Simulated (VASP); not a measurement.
Wanted: the native input for a VASP 6.6.1 run.

- Task: relaxation of cell and atoms
- Functional: PBEsol
- Potentials or basis: VASP PAW PBE potentials, release 64 (Ti_sv, O)
- Cutoff: 600 eV
- k mesh: 6 × 4 × 6
- Occupations: gaussian, width 0.02 eV
- Spin: no spin polarisation
- Dipole correction: no
- Further INCAR settings: ALGO = Normal; EDIFF = 1e-06; IBRION = 2; EDIFFG = -0.005; NSW = 70; ISIF = 3

The structure of TiO2 lies in POSCAR:

```
TiO2
1.0
    4.5785777549      0.0000000000      0.0000000000
    0.0000000000      5.5732490131      0.0000000000
    0.0000000000      0.0000000000      4.9240090749
Ti O
4 8
Direct
    0.0000000000      0.1772768973      0.2500000000
    0.5000000000      0.3227231027      0.7500000000
    0.0000000000      0.8227231027      0.7500000000
    0.5000000000      0.6772768973      0.2500000000
    0.2711338476      0.3805140688      0.4190141064
    0.2288661524      0.1194859312      0.9190141064
    0.7711338476      0.1194859312      0.5809858936
    0.7288661524      0.3805140688      0.0809858936
    0.7288661524      0.6194859312      0.5809858936
    0.7711338476      0.8805140688      0.0809858936
    0.2288661524      0.8805140688      0.4190141064
    0.2711338476      0.6194859312      0.9190141064
```

These files were run (other wordings do the same):

INCAR

```
SYSTEM = TiO2
ALGO     = Normal         ! electronic algorithm
EDIFF    = 1E-6           ! SCF threshold, eV
EDIFFG   = -0.005         ! ionic threshold
ENCUT    = 600            ! plane-wave cutoff, eV
GGA      = PS             ! functional
IBRION   = 2              ! ionic algorithm
ISIF     = 3              ! what is computed and relaxed
ISMEAR   = 0              ! smearing method
LASPH    = .True.         ! aspherical terms in the spheres
LCHARG   = .False.        ! write CHGCAR
LREAL    = .False.        ! projectors in reciprocal space
LWAVE    = .False.        ! write WAVECAR
NELM     = 100            ! most SCF steps
NSW      = 70             ! ionic steps
PREC     = Accurate       ! precision mode
SIGMA    = 0.02           ! smearing width, eV
```

KPOINTS

```
k-points
0
Gamma
  6 4 6
  0 0 0
```

Potentials or basis: VASP PAW PBE potentials, release 64 (Ti_sv, O).

Launch:

```console
$ cat potpaw_PBE.64/Ti_sv/POTCAR potpaw_PBE.64/O/POTCAR > POTCAR
$ mpirun -np 1 vasp_std > vasp.out
```

It gave:

| Item | Value |
| --- | --- |
| Relaxed volume | 10.15 Å³/atom |
| Relaxed cell | a = 4.541 Å, b = 5.494 Å, c = 4.883 Å, α = 90.00°, β = 90.00°, γ = 90.00° |
| Space group after relaxing (to 0.1 Å) | Pbcn (No. 60) |
| Energy gained by relaxing | 6.8 meV/atom |
| Ionic steps | 12 |
| Pressure after relaxing | 0.0 GPa |
| Largest force after relaxing | 0.004 eV/Å |
| Band gap on the k mesh | 2.63 eV (least direct gap 2.69 eV) |

Caveat: the PAW data sets were made with another functional, which shifts forces and pressure a little.

Wall time 35 min on 1 thread of Oxide Virtual Turin-like Processor, on a shared host, peak memory 0.45 GiB.
